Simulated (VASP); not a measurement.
Wanted: the native input for a VASP 6.6.1 run.

```yaml
Task: single point
Functional: PBE
Potentials_or_basis: VASP PAW PBE potentials, release 64 (Pb_d, Se)
Cutoff: 520 eV
k_mesh: 10 × 10 × 10
Occupations: gaussian, width 0.05 eV
Spin: no spin polarisation
Dipole_correction: no
Further_INCAR_settings: ALGO = Normal; EDIFF = 1e-07; NBANDS = 17
```

The structure of PbSe lies in POSCAR:

```
PbSe
1.0
    0.1224860000      3.1881268510      3.2704680645
    3.2969250405      0.0000000000      3.3929540645
    3.1744390405      3.1881268510      0.1224860000
Pb Se
1 1
Direct
    0.0129214174      0.0050000881     -0.0129214174
    0.4870785826      0.4949999119      0.5129214174
```

This cell differs from its parent crystal: strained and its atoms moved.

The input as run:

INCAR

```
SYSTEM = PbSe
  ALGO = Normal
  EDIFF = 1E-7
  ENCUT = 520
  GGA = PE
  ISIF = 2
  ISMEAR = 0
  LASPH = .True.
  LCHARG = .False.
  LREAL = .False.
  LWAVE = .False.
  NBANDS = 17
  NELM = 100
  PREC = Accurate
  SIGMA = 0.05
```

KPOINTS

```
k-points
0
Gamma
  10 10 10
  0 0 0
```

Potentials or basis: VASP PAW PBE potentials, release 64 (Pb_d, Se).

Launch:

```sh
$ cat potpaw_PBE.64/Pb_d/POTCAR potpaw_PBE.64/Se/POTCAR > POTCAR
$ mpirun -np 1 vasp_std > vasp.out
```

Results of the run:

- Pressure: -3.5 GPa
- Largest force: 0.078 eV/Å
- Band gap on the k mesh: 0.46 eV, indirect (least direct gap 0.70 eV)

Caveat: the cell differs from its parent crystal (strained and its atoms moved); spin-orbit coupling is left out, which moves the levels of the heavy elements.

It took 100 s on 1 thread of Intel(R) Xeon(R) 6975P-C (Granite Rapids), on a shared host, peak memory 0.45 GiB.
